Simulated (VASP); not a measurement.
C: relaxation of cell and atoms with LDA

The system is C.

```xyz
2
Lattice="0.0000 1.7659 1.7659 1.7659 0.0000 1.7659 1.7659 1.7659 0.0000" Properties=species:S:1:pos:R:3 pbc="T T T"
C     1.7659    1.7659    1.7659
C     2.6488    2.6488    2.6488
```

* Program: VASP 6.6.1
* Task: relaxation of cell and atoms
* Functional: LDA
* Potentials or basis: VASP PAW LDA potentials, release 64 (C)
* Cutoff: 600 eV
* k mesh: 10 × 10 × 10
* Occupations: gaussian, width 0.01 eV
* Spin: no spin polarisation
* Target pressure: 7 GPa
* Dipole correction: no
* Further INCAR settings: ALGO = Normal; EDIFF = 1e-06; IBRION = 2; EDIFFG = -0.002; NSW = 100; ISIF = 3

```yaml
Relaxed_volume: 5.44 Å³/atom
Relaxed_cell: a = 2.487 Å, b = 2.487 Å, c = 2.487 Å, α = 60.00°, β = 60.00°, γ = 60.00°
Space_group_after_relaxing_to_0.05_Å: Fd-3m (No. 227)
Energy_change_on_relaxing_the_enthalpy_is_what_falls: +1.7 meV/atom
Ionic_steps: 3
Pressure_after_relaxing: 7.0 GPa
Band_gap_on_the_k_mesh: 4.23 eV, indirect (least direct gap 5.66 eV)
```

Step by step:
```csv
step,energy change (eV),largest force (eV/Å),pressure (GPa),volume (Å³)
1,0.0000,0.0000,0.84,11.01
2,0.0173,0.0000,16.09,10.68
3,0.0034,0.0000,6.97,10.87
```

Final structure:
```
CELL_PARAMETERS angstrom
0.00000 1.75835 1.75835
1.75835 0.00000 1.75835
1.75835 1.75835 0.00000
ATOMIC_POSITIONS crystal
C 0.50000 0.50000 0.50000
C 0.75000 0.75000 0.75000
```

Levels at points of the mesh, in eV from the valence-band top:
```csv
k point,band 2,band 3,band 4,band 5,band 6,band 7
"(0.00, 0.00, 0.00)",0.00,0.00,0.00,5.66,5.66,5.66
"(0.50, 0.00, 0.00)",-13.84,-2.90,-2.90,8.56,8.56,9.60
"(0.50, 0.50, 0.00)",-12.91,-6.55,-6.55,4.80,4.80,17.27
```

It took 8.4 s on 1 thread of Intel(R) Xeon(R) Platinum 8259CL CPU @ 2.50GHz (Skylake/Cascade Lake), on a shared host, peak memory 0.11 GiB.

Caveat: the cell is relaxed towards a set pressure, so the enthalpy falls and the energy may rise. LDA usually gives volumes a few per cent too small.
